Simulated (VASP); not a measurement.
# Li2O (pbe) (Fm-3m) in VASP: a series of runs, part 2 of 2

VASP 6.6.1.

### Step 4. Relaxation of cell and atoms, PBE

File INCAR:

```
ALGO = Normal ; EDIFF = 1E-7
EDIFFG = -0.002 ; ENCUT = 750
GGA = PE ; GGA_COMPAT = False
IBRION = 2 ; ISIF = 3
ISMEAR = 0 ; LASPH = True
LCHARG = False ; LREAL = False
LWAVE = False ; NELM = 120
NELMIN = 4 ; NSW = 100
PREC = Accurate ; SIGMA = 0.02
```

File KPOINTS:

```
k-points
0
Gamma
  8 8 8
```

File POSCAR:

```
Li2O
1.0
    0.0000000000      2.3135000000      2.3135000000
    2.3135000000      0.0000000000      2.3135000000
    2.3135000000      2.3135000000      0.0000000000
Li O
2 1
Direct
    0.2500000000      0.2500000000      0.2500000000
    0.7500000000      0.7500000000      0.7500000000
    0.0000000000      0.0000000000      0.0000000000
```

Potentials or basis: VASP PAW PBE potentials, release 64 (Li_sv, O).

The run is started by

```sh
$ cat potpaw_PBE.64/Li_sv/POTCAR potpaw_PBE.64/O/POTCAR > POTCAR
$ mpirun -np 1 vasp_std > vasp.out
```

OUTCAR:

```text
EDIFF = 1E-7
   EDIFFG = -0.002
   ENCUT = 750
   GGA = PE
   IBRION = 2
   ISIF = 3
   ISMEAR = 0
   LASPH = True
   LREAL = False
   NELM = 120
   NELMIN = 4
   NSW = 100
   PREC = Accurate

 ion  position               nearest neighbor table
   1  0.250  0.250  0.250-   3 2.00   3 2.00   3 2.00   3 2.00   2 2.31   2 2.31   2 2.31   2 2.31
                             2 2.31   2 2.31
   2  0.750  0.750  0.750-   3 2.00   3 2.00   3 2.00   3 2.00   1 2.31   1 2.31   1 2.31   1 2.31
                             1 2.31   1 2.31
   3  0.000  0.000  0.000-   2 2.00   2 2.00   2 2.00   1 2.00   2 2.00   1 2.00   1 2.00   1 2.00

  LATTYP: Found a face centered cubic cell.
 ALAT       =     4.6270000000

  Lattice vectors:

 A1 = (   0.0000000000,   2.3135000000,   2.3135000000)
 A2 = (   2.3135000000,   0.0000000000,   2.3135000000)
 A3 = (   2.3135000000,   2.3135000000,   0.0000000000)

Analysis of symmetry for initial positions (statically):
[... 301 lines left out ...]
 cond. band min:       6.3102058851   @ k =   0.5000   0.5000   0.0000
 fundamental gap:      4.9783605878
 Fermi energy:         1.4216037210

 k-point     1 :       0.0000    0.0000    0.0000
  band No.  band energies     occupation
      1     -41.6504      2.00000
      2     -41.3211      2.00000
      3     -14.1163      2.00000
      4       1.3318      2.00000
      5       1.3318      2.00000
      6       1.3318      2.00000
      7       6.5961      0.00000
      8      13.2680      0.00000
      9      13.2680      0.00000
     10      13.2680      0.00000
[... 287 lines left out ...]
 k-point    24 :      -0.3750    0.2500    0.1250
  band No.  band energies     occupation
      1     -41.4707      2.00000
      2     -41.4701      2.00000
      3     -13.8602      2.00000
      4      -1.1247      2.00000
      5       0.3278      2.00000
      6       0.5258      2.00000
      7       9.2851      0.00000
      8      11.5814      0.00000
      9      14.3897      0.00000
     10      14.7397      0.00000

 [... further k-points ...]
[... 5 lines left out ...]
  --------------------------------------------------------------------------------------
  -------------------------------------------------------------------------------------
  Total       -0.0000299     -0.0000299     -0.0000299     -0.0000000      0.0000000     -0.0000000
  in kB       -0.0019448     -0.0019448     -0.0019448     -0.0000000      0.0000000     -0.0000000
  external PRESSURE =      -0.0019448 kB  Pullay stress =       0.0000000 kB
[... 18 lines left out ...]
  FREE ENERGIE OF THE ION-ELECTRON SYSTEM (eV)
  ---------------------------------------------------
  free  energy   TOTEN  =       -14.3563602744 eV

  energy  without entropy=      -14.3563602744  energy(sigma->0) =      -14.35636027

 reached required accuracy - stopping structural energy minimisation
```

OSZICAR:

```text
N       E                     dE             d eps       ncg     rms          rms(c)
DAV:   1     0.495171616174E+02    0.49517E+02   -0.78085E+03   580   0.167E+03
DAV:   2    -0.108418139690E+02   -0.60359E+02   -0.57225E+02   672   0.275E+02
DAV:   3    -0.159203996104E+02   -0.50786E+01   -0.50542E+01   972   0.668E+01
[... 31 lines left out ...]
DAV:   1    -0.143563845495E+02   -0.27040E-04   -0.45959E-04   584   0.209E-01    0.390E-02
DAV:   2    -0.143563616806E+02    0.22869E-04   -0.15987E-04   596   0.997E-02    0.118E-02
DAV:   3    -0.143563606013E+02    0.10793E-05   -0.44832E-06   648   0.201E-02    0.697E-03
DAV:   4    -0.143563602803E+02    0.32098E-06   -0.82791E-07  1034   0.785E-03    0.865E-04
DAV:   5    -0.143563602744E+02    0.59009E-08   -0.53701E-08   392   0.257E-03
   4 F= -.14356360E+02 E0= -.14356360E+02  d E =-.129903E-03
```

CONTCAR:

```text
Li2O
   1.00000000000000
     0.0000000000000000    2.3099975797983952    2.3099975797983952
     2.3099975797983952    0.0000000000000000    2.3099975797983952
     2.3099975797983952    2.3099975797983952    0.0000000000000000
  Li              O
     2     1
Direct
     0.2500000000000000    0.2500000000000000    0.2500000000000000
     0.7500000000000000    0.7500000000000000    0.7500000000000000
     0.0000000000000000    0.0000000000000000    0.0000000000000000

  0.00000000E+00  0.00000000E+00  0.00000000E+00
  0.00000000E+00  0.00000000E+00  0.00000000E+00
  0.00000000E+00  0.00000000E+00  0.00000000E+00
```

It took 72 s on 1 thread of Intel Xeon 8259CL, shared host; peak memory 0.16 GiB.

Results:

| Item | Value |
| --- | --- |
| Free energy | -14.3564 eV |
| Relaxed volume | 8.22 Å³/atom |
| Relaxed cell | a = 3.267 Å, b = 3.267 Å, c = 3.267 Å, α = 60.00°, β = 60.00°, γ = 60.00° |
| Space group after relaxing (to 0.05 Å) | Fm-3m (No. 225) |
| Energy gained by relaxing | 0.0 meV/atom |
| Ionic steps | 4 |
| Pressure after relaxing | 0.0 GPa |
| Band gap on the k mesh | 4.98 eV, indirect (least direct gap 5.26 eV) |

Step by step:
| step | energy change (eV) | largest force (eV/Å) | pressure (GPa) | volume (Å³) |
| --- | --- | --- | --- | --- |
| 1 | 0.0000 | 0.0000 | -0.38 | 24.77 |
| 2 | -0.0001 | 0.0000 | -0.14 | 24.69 |
| 3 | -0.0001 | 0.0000 | 0.05 | 24.64 |
| 4 | -0.0001 | 0.0000 | 0.00 | 24.65 |

Final structure:
```
Li O
1.0
     0.00000    2.31000    2.31000
     2.31000    0.00000    2.31000
     2.31000    2.31000    0.00000
Li O
2 1
Direct
  0.25000 0.25000 0.25000
  0.75000 0.75000 0.75000
  0.00000 0.00000 0.00000
```

A k mesh can miss the band edges. PBE gaps usually lie below the measured ones, often by a third to a half.

### Step 5. The runs side by side

| task | cell | k mesh | smearing | gap on the mesh (eV) | pressure (GPa) |
| --- | --- | --- | --- | --- | --- |
| single point | a = 3.272 Å, angles 60.0°, 3 atoms | 6 × 6 × 6 | gaussian 0.1 eV | 4.97 | -0.4 |
| single point | a = 3.270 Å, angles 60.0°, 3 atoms | 8 × 8 × 8 | gaussian 0.02 eV | 4.97 | -0.3 |
| relaxation of cell and atoms | relaxed from a = 3.272 Å, angles 60.0°, 3 atoms | 8 × 8 × 8 | gaussian 0.02 eV | 4.98 | 0.0 |

Alike in all rows: level PBE; potentials or basis VASP PAW PBE potentials, release 64 (Li_sv, O); no spin polarisation; cutoff (eV) 750.

Absolute energies hang on the potentials; compare differences alone.
